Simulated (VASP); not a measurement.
## CdS: single point with PBEsol

The system is CdS.

```
Cd S
1.0
     0.00000    2.91228    2.91228
     2.91228    0.00000    2.91228
     2.91228    2.91228    0.00000
Cd S
1 1
Direct
  0.00000 0.00000 0.00000
  0.75000 0.75000 0.75000
```

```json
{
  "Program": "VASP 6.6.1",
  "Task": "single point",
  "Functional": "PBEsol",
  "Potentials or basis": "VASP PAW PBE potentials, release 64 (Cd, S)",
  "Cutoff": "520 eV",
  "k mesh": "14 × 14 × 14",
  "Occupations": "fermi-dirac, width 0.1 eV",
  "Spin": "no spin polarisation"
}
```

```
Pressure               : 0.4 GPa
Band gap on the k mesh : 1.02 eV
```

Levels at points of the mesh, in eV from the valence-band top:
```
           k point  band 7  band 8  band 9  band 10  band 11  band 12
(0.00, 0.00, 0.00)    0.00    0.00    0.00     1.02     6.44     6.44
(0.50, 0.00, 0.00)   -4.51   -0.77   -0.77     2.90     6.91     6.91
(0.50, 0.50, 0.00)   -4.03   -1.93   -1.93     3.38     4.26     9.10
```

Run time: 100 s on 1 thread of Intel Xeon 8259CL, with other jobs on the host, peak memory 0.23 GiB.

Caveat: the PAW data sets were made with another functional, which shifts forces and pressure a little. A k mesh can miss the band edges.
